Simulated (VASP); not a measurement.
BN:

```
N B
1.0
     2.60403    0.00000    0.00000
    -1.30201    2.25516    0.00000
     0.00000    0.00000    4.30976
N B
2 2
Direct
  0.33333 0.66667 0.12528
  0.66667 0.33333 0.62528
  0.33333 0.66667 0.49972
  0.66667 0.33333 0.99972
```

Base run:

| Item | Value |
| --- | --- |
| Program | VASP 6.6.1 |
| Functional | r2SCAN |
| Potentials or basis | VASP PAW PBE potentials, release 64 (N, B) |
| Cutoff | 520 eV |
| k mesh | 12 × 12 × 6 |
| Occupations | fermi-dirac, width 0.05 eV |
| Spin | no spin polarisation |

Its results: band gap on the k mesh 5.79 eV, indirect (least direct gap 8.59 eV); pressure -23.5 GPa; largest force 0.063 eV/Å.

Task: After a change of settings the same cell gave: band gap on the k mesh 5.05 eV, indirect (least direct gap 7.84 eV); pressure -24.6 GPa; largest force 0.052 eV/Å. Which change was it?
A. functional from r2SCAN to LDA; potentials or basis from VASP PAW PBE potentials, release 64 (N, B) to VASP PAW LDA potentials, release 64 (N, B)
B. functional from r2SCAN to PBE; further incar settings from ALGO = Normal; EDIFF = 1e-06; NBANDS = 16 to ALGO = Normal; EDIFF = 1e-07; NBANDS = 16
C. functional from r2SCAN to PBEsol

Result: C.

r2SCAN gives the wider gap, since meta-GGAs in the generalised Kohn-Sham scheme recover part of the derivative discontinuity.

Caveats: the PAW data sets were made with another functional, which shifts forces and pressure a little.
